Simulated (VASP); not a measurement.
## Na: single point with PBEsol

Na:

```
CELL_PARAMETERS angstrom
3.70038 0.00000 0.00000
-1.85019 3.20463 0.00000
0.00000 0.00000 12.53732
ATOMIC_POSITIONS crystal
Na 0.00000 0.00000 0.00000
Na 0.33333 0.66667 0.25000
Na 0.00000 0.00000 0.50000
Na 0.66903 0.34171 0.75283
```

This cell differs from its parent crystal: one atom moved.

```json
{
 "Program": "VASP 6.6.1",
 "Task": "single point",
 "Functional": "PBEsol",
 "Potentials or basis": "VASP PAW PBE potentials, release 64 (Na_pv)",
 "Cutoff": "520 eV",
 "k mesh": "12 × 12 × 4",
 "Occupations": "gaussian, width 0.1 eV",
 "Spin": "no spin polarisation"
}
```

```
Pressure               : -0.2 GPa
Largest force          : 0.023 eV/Å
Band gap on the k mesh : zero (band 14 reaches 1.88 eV, above the bottom of band 15 at -1.98 eV)
```

Forces in eV/Å, atoms in the order of the input:
```
Na   0.000  0.002  0.012
Na   0.000  0.000  0.000
Na   0.000  0.001  0.011
Na   0.000 -0.003 -0.023
```

Stress tensor (GPa, compression positive):
```
 0.02  0.00  0.00
 0.00  0.04  0.00
 0.00  0.00 -0.56
```

Levels at points of the mesh, in eV from the Fermi level:
```csv
k point,band 10,band 11,band 12,band 13,band 14,band 15,band 16,band 17,band 18,band 19
"(0.00, 0.00, 0.00)",-24.78,-24.77,-24.77,-3.27,-2.30,-2.27,0.40,0.76,5.12,5.13
"(0.50, 0.00, 0.00)",-24.78,-24.78,-24.78,0.34,0.42,1.09,1.19,1.50,1.59,3.79
"(0.00, 0.50, 0.00)",-24.78,-24.78,-24.78,0.35,0.41,1.09,1.18,1.51,1.59,3.79
"(0.50, 0.50, 0.00)",-24.78,-24.78,-24.78,0.34,0.42,1.09,1.19,1.50,1.59,3.79
"(0.00, 0.00, 0.50)",-24.78,-24.77,-24.77,-3.03,-3.01,-1.09,-1.08,2.65,2.66,7.95
"(0.50, 0.00, 0.50)",-24.79,-24.78,-24.78,0.52,0.53,0.70,0.71,2.38,2.39,2.62
"(0.00, 0.50, 0.50)",-24.79,-24.78,-24.78,0.52,0.53,0.70,0.71,2.39,2.39,2.62
"(0.50, 0.50, 0.50)",-24.79,-24.78,-24.78,0.52,0.53,0.70,0.71,2.38,2.39,2.62
```

Run time: 12 min on 1 thread of AMD EPYC 7R13 Processor (Zen 3), on a shared host, peak memory 0.69 GiB.

Caveat: the cell differs from its parent crystal (one atom moved); the PAW data sets were made with another functional, which shifts forces and pressure a little.
